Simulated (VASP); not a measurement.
A run of VASP 6.6.1 is set up as follows.

File INCAR:

```
SYSTEM = SiNi3
PREC = Accurate
ENCUT = 520
EDIFF = 1E-7
ISMEAR = 0
SIGMA = 0.1
LREAL = .FALSE.
LASPH = .TRUE.
NELM = 80
ALGO = Fast
ISIF = 2
LWAVE = .FALSE.
LCHARG = .FALSE.
GGA = PS
NBANDS = 25
ISYM = 0
```

KPOINTS

```
Automatic mesh
0
G
  10 7 14
  0 0 0
```

The input POSCAR:

```
SiNi3
1.0
    3.4612457017      0.0000000000      0.0000000000
    0.0000000000      4.8949406140      0.0000000000
    0.0000000000      2.4474703070      2.4474703070
Si Ni
1 3
Direct
    0.0000000000      0.0000000000      0.0000000000
    0.5000000000      0.0000000000      0.5000000000
    0.5000000000      0.5000000000      0.5000000000
    0.0000000000      0.5000000000      0.0000000000
```

Potentials or basis: VASP PAW PBE potentials, release 64 (Si, Ni).

The run is started by

```bash
$ cat potpaw_PBE.64/Si/POTCAR potpaw_PBE.64/Ni/POTCAR > POTCAR
$ mpirun -np 1 vasp_std > vasp.out
```

**Question.** What does it give for the pressure?

**Answer.** 0.1 GPa.

**Question.** Estimate the band gap on the k mesh.

**Answer.** Zero (band 17 reaches 11.13 eV, above the bottom of band 18 at 10.88 eV).

Caveat: the PAW data sets were made with another functional, which shifts forces and pressure a little. Spin polarisation is off, so any magnetic state and its effect on volume and gap are missing.
